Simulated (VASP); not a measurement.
Runs of VASP 6.6.1 on NaI. The structure is that of space group Fm-3m (No. 225), or close to it. The cells are those of the table. 

```csv
cell,gap on the mesh (eV),pressure (GPa)
"a = 4.600 Å, angles 59.3°, 2 atoms",3.32,-1.6
"a = 4.600, b = 4.600, c = 4.577 Å, angles 60.2, 60.2, 59.7°, 2 atoms",3.31,-1.7
"a = 4.531, b = 4.531, c = 4.577 Å, angles 59.7, 59.7, 60.7°, 2 atoms",3.39,-1.3
"a = 4.554 Å, angles 60.7°, 2 atoms",3.30,-1.6
"a = 4.623, b = 4.623, c = 4.577 Å, angles 60.3, 60.3, 59.3°, 2 atoms",3.28,(b)
"a = 4.531, b = 4.531, c = 4.485 Å, angles 60.3, 60.3, 59.3°, 2 atoms",3.44,(a)
"a = 4.600, b = 4.600, c = 4.623 Å, angles 59.8, 59.8, 60.3°, 2 atoms",3.29,-1.9
"a = 4.532 Å, angles 61.3°, 2 atoms",3.26,-1.6
```

Alike in all rows: task electric field gradients; level LDA; potentials or basis VASP PAW LDA potentials, release 64 (Na_pv, I); no spin polarisation; k mesh 8 × 8 × 8; cutoff (eV) 520; smearing fermi-dirac 0.02 eV.

Problem. Estimate the missing entries.

Solution. (a) -1.0; (b) -1.8.

Caveats: spin-orbit coupling is left out, which moves the levels of the heavy elements.

A k mesh can miss the band edges, and the runs leave out spin-orbit coupling on I.
